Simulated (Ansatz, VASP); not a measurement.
# One calculation of SiGe2, two programs

```xyz
3
Lattice="4.1492 0.0000 0.0000 -2.0746 3.5933 0.0000 0.0000 0.0000 4.4255" Properties=species:S:1:pos:R:3 pbc="T T T"
Si    0.0000    0.0000    2.2128
Ge    0.0000    2.3955    2.2128
Ge    2.0746    1.1978    2.2128
```

Alike in both runs: task relaxation of cell and atoms; functional PBE; k mesh 6 × 6 × 4; occupations gaussian, width 0.1 eV; no spin polarisation.

```csv
,VASP,Ansatz
version,VASP 6.6.1,Ansatz 0.2.0
potentials or method,"VASP PAW PBE potentials, release 64 (Si, Ge_d), cutoff 600 eV","scalar-relativistic, plane waves, PAW"
valence electrons in the cell,32,32
```

|  | VASP | Ansatz | Ansatz less VASP |
| --- | --- | --- | --- |
| gap on the k mesh at the Fermi level, each at its own relaxed structure (eV) | none | none | - |
| relaxed volume (Å³/atom) | 18.77 | 18.82 | +0.045 |
| relaxed cell length with the largest relative difference (Å) | 5.132 | 5.138 | +0.0061 |

A gap of «none» marks a metal or a gap that the smearing closes.
